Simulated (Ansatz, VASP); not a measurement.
SrO: VASP beside Ansatz

The input INCAR:

```
SYSTEM = SrO
PREC = Accurate ; ENCUT = 520
EDIFF = 1E-6 ; ISMEAR = 0
SIGMA = 0.05 ; LREAL = .False.
LASPH = .True. ; NELM = 100
ALGO = Normal ; ISIF = 2
LWAVE = .False. ; LCHARG = .False.
NBANDS = 24
```

File KPOINTS:

```
Automatic mesh
0
Gamma
  9 9 6
  0 0 0
```

POSCAR

```
SrO
1.0
    4.2754662656      0.0320659970      0.0000000000
   -2.1099631648      3.6866294005      0.0000000000
    0.0000000000      0.0000000000      5.1555949900
Sr O
2 2
Direct
    0.3333333333      0.6666666667      0.9381277000
    0.6666666667      0.3333333333      0.4381277000
    0.3333333333      0.6666666667      0.4368723000
    0.6666666667      0.3333333333      0.9368723000
```

Input for Ansatz:

```yaml
crystal:
  lattice:
    - [4.2754662656, 0.032065997, 0.0]
    - [-2.1099631648, 3.6866294005, 0.0]
    - [0.0, 0.0, 5.15559499]
  atoms:
    - { symbol: Sr, position: [0.3333333333, 0.6666666667, 0.9381277] }
    - { symbol: Sr, position: [0.6666666667, 0.3333333333, 0.4381277] }
    - { symbol: O, position: [0.3333333333, 0.6666666667, 0.4368723] }
    - { symbol: O, position: [0.6666666667, 0.3333333333, 0.9368723] }
basis:
  ecutwfc: 420
kpoints:
  mp_grid: { grid: [9, 9, 6] }
hamiltonian:
  xc: lda
scf:
  occupations: { method: gaussian, width: 0.05 }
output:
  forces: true
  stress: true
  eigenvalues: true
```

Change from the starting cell: strain +0.0150 x Voigt [0, 0, 0, 0, 0, 1], atoms carried along.

Alike in both runs: task single point; functional LDA; k mesh 9 × 9 × 6; occupations gaussian, width 0.05 eV; no spin polarisation.

```csv
,VASP,Ansatz
version,VASP 6.6.1,Ansatz 0.2.0
potentials or method,"VASP PAW LDA potentials, release 64 (Sr_sv, O), cutoff 520 eV","scalar-relativistic, plane waves, PAW"
valence electrons in the cell,32,32
```

Ansatz gave:

- gap on the k mesh at the Fermi level (eV): 2.46
- least direct gap on the mesh (eV): 2.46
- pressure (GPa): -4.5
- traceless stress, the component that is largest in VASP (GPa): -0.43
- rms of the force components (eV/Å): 0.035

Estimate VASP's values.

gap on the k mesh at the Fermi level (eV): 2.45; least direct gap on the mesh (eV): 2.45; pressure (GPa): -4.0; traceless stress, the component that is largest in VASP (GPa): -0.45; rms of the force components (eV/Å): 0.038.

LDA's correlation is that of Perdew and Zunger in VASP and of Perdew and Wang (1992) in Ansatz. Atom by atom the forces differ by 0.003 eV/Å (rms over components).
